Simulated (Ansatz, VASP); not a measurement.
# C: VASP beside Ansatz

```
CELL_PARAMETERS angstrom
-2.58538 2.58538 2.58538
2.58538 -2.58538 2.58538
2.58538 2.58538 -2.58538
ATOMIC_POSITIONS crystal
C 0.12500 0.75000 0.87500
C 0.75000 0.37500 0.62500
C 0.62500 0.37500 0.25000
C 0.75000 0.87500 0.12500
C 0.12500 0.87500 0.25000
C 0.25000 0.12500 0.87500
C 0.87500 0.12500 0.75000
C 0.37500 0.62500 0.75000
C 0.37500 0.25000 0.62500
C 0.87500 0.25000 0.12500
C 0.25000 0.62500 0.37500
C 0.62500 0.75000 0.37500
```

Alike in both runs: functional PBE; k mesh 6 × 6 × 6; occupations gaussian, width 0.1 eV; no spin polarisation.

Ansatz relaxed the structure, and its values are those at the end. VASP's run is a single point on that final structure, the one shown.

|  | VASP | Ansatz |
| --- | --- | --- |
| version | VASP 6.6.1 | Ansatz 0.2.0 |
| potentials or method | VASP PAW PBE potentials, release 64 (C), cutoff 520 eV | scalar-relativistic, plane waves, PAW |
| valence electrons in the cell | 48 | 48 |

```tsv
	VASP	Ansatz	Ansatz less VASP
gap on the k mesh at the Fermi level (eV)	1.92	1.93	+0.014
least direct gap on the mesh (eV)	1.92	1.93	+0.014
pressure (GPa)	0.6	0.1	-0.54
```
